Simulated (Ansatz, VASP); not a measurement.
## One calculation of VSi2, two programs

```
CELL_PARAMETERS angstrom
-1.57035 1.57035 3.90427
1.57035 -1.57035 3.90427
1.57035 1.57035 -3.90427
ATOMIC_POSITIONS crystal
Si 0.33537 0.33537 0.00000
Si 0.66463 0.66463 0.00000
V 0.00000 0.00000 0.00000
```

Alike in both runs: functional PBE; k mesh 18 × 18 × 18; occupations gaussian, width 0.1 eV; no spin polarisation.

Ansatz relaxed the structure, and its values are those at the end. VASP's run is a single point on that final structure, the one shown.

|  | VASP | Ansatz |
| --- | --- | --- |
| version | VASP 6.6.1 | Ansatz 0.2.0 |
| potentials or method | VASP PAW PBE potentials, release 64 (Si, V_sv), cutoff 520 eV | scalar-relativistic, plane waves, PAW |
| valence electrons in the cell | 21 | 21 |

```tsv
	VASP	Ansatz	Ansatz less VASP
gap on the k mesh at the Fermi level (eV)	none	none	-
pressure (GPa)	0.0	0.0	-0.04
```

A gap of «none» marks a metal or a gap that the smearing closes.
